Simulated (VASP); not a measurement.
Crystal: CdS.

```
CELL_PARAMETERS angstrom
4.15000 0.00000 0.00000
-2.07500 3.59401 0.00000
0.00000 0.00000 6.73700
ATOMIC_POSITIONS crystal
Cd 0.33333 0.66667 0.00000
Cd 0.66667 0.33333 0.50000
S 0.33333 0.66667 0.37500
S 0.66667 0.33333 0.87500
```

```yaml
Program: VASP 6.6.1
Task: relaxation of cell and atoms
Functional: RPBE
Potentials_or_basis: VASP PAW PBE potentials, release 64 (Cd_sv_GW, S)
Cutoff: 630 eV
k_mesh: 6 × 6 × 4
Occupations: fermi-dirac, width 0.02 eV
Spin: no spin polarisation
```

At the start: pressure 4.1 GPa; volume 25.12 Å³/atom.

Q: How do energy, volume and symmetry change on relaxing?

A: Over 6 steps the energy falls by 22.3 meV/atom and the volume is 26.92 Å³/atom (+7.1 %); space group P6_3mc (No. 186, to 0.1 Å) before and after.

The path:
```
step  energy change (eV)  largest force (eV/Å)  pressure (GPa)  volume (Å³)
   1              0.0000                0.0692            4.13       100.48
   2             -0.0802                0.0059           -1.12       110.21
   3             -0.0890                0.0163            0.01       107.72
   4             -0.0890                0.0158           -0.07       107.87
   5             -0.0891                0.0106            0.01       107.70
   6             -0.0891                0.0090            0.03       107.67
```

Final structure:
```
CELL_PARAMETERS angstrom
4.24150 0.00000 0.00000
-2.12075 3.67325 0.00000
0.00000 0.00000 6.91048
ATOMIC_POSITIONS crystal
Cd 0.33333 0.66667 0.99949
Cd 0.66667 0.33333 0.49949
S 0.33333 0.66667 0.37551
S 0.66667 0.33333 0.87551
```

Caveat: the PAW data sets were made with another functional, which shifts forces and pressure a little.
